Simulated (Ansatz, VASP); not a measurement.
**TaN: VASP beside Ansatz**

Contents of INCAR:

```
  PREC = Accurate
  ENCUT = 520
  EDIFF = 1E-7
  ISMEAR = 0
  SIGMA = 0.15
  LREAL = F
  LASPH = T
  NELM = 80
  ALGO = Normal
  ISIF = 2
  LWAVE = F
  LCHARG = F
  GGA = PS
  NBANDS = 15
```

Contents of KPOINTS:

```
regular mesh
0
Gamma
  24 24 20
```

File POSCAR:

```
TaN
1.0
    2.9239890447      0.0000000000      0.1279245207
   -1.4619945224      2.5322487931     -0.0639622604
    0.1255943344      0.0000000000      2.8707276427
Ta N
1 1
Direct
    0.3333333333      0.6666666667      0.5000000000
    0.0000000000      0.0000000000      0.0000000000
```

Input for Ansatz:

```yaml
crystal:
  lattice:
    - [2.9239890447, 0.0, 0.1279245207]
    - [-1.4619945224, 2.5322487931, -0.0639622604]
    - [0.1255943344, 0.0, 2.8707276427]
  atoms:
    - { symbol: Ta, position: [0.3333333333, 0.6666666667, 0.5] }
    - { symbol: "N", position: [0.0, 0.0, 0.0] }
basis:
  ecutwfc: 420
kpoints:
  mp_grid: { grid: [24, 24, 20] }
hamiltonian:
  xc: pbesol
scf:
  occupations: { method: gaussian, width: 0.15 }
output:
  forces: true
  stress: true
  eigenvalues: true
  write_density: true
  write_potential: true
  elf: true
  volumetric_format: npy
```

Change from the starting cell: strain +0.0875 x Voigt [0, 0, 0, 0, 1, 0], atoms carried along.

Alike in both runs: task single point; functional PBEsol; k mesh 24 × 24 × 20; occupations gaussian, width 0.15 eV; no spin polarisation.

|  | VASP | Ansatz |
| --- | --- | --- |
| version | VASP 6.6.1 | Ansatz 0.2.0 |
| potentials or method | VASP PAW PBE potentials, release 64 (Ta_pv, N), cutoff 520 eV | scalar-relativistic, plane waves, PAW |
| valence electrons in the cell | 16 | 18 |

|  | VASP | Ansatz | Ansatz less VASP |
| --- | --- | --- | --- |
| gap on the k mesh at the Fermi level (eV) | none | none | - |
| pressure (GPa) | 4.1 | 3.2 | -0.88 |
| traceless stress, the component that is largest in VASP (GPa) | -22.57 | -22.38 | +0.188 |
| rms of the force components (eV/Å) | 0.117 | 0.115 | -0.0016 |

VASP's potentials were made for PBE, not for PBEsol. Atom by atom the forces differ by 0.002 eV/Å (rms over components). A gap of «none» marks a metal or a gap that the smearing closes. VASP's potentials hold 16 valence electrons a cell and Ansatz's 18, so a difference there can come from the potentials and not from the codes.

Spin-orbit coupling is off throughout.
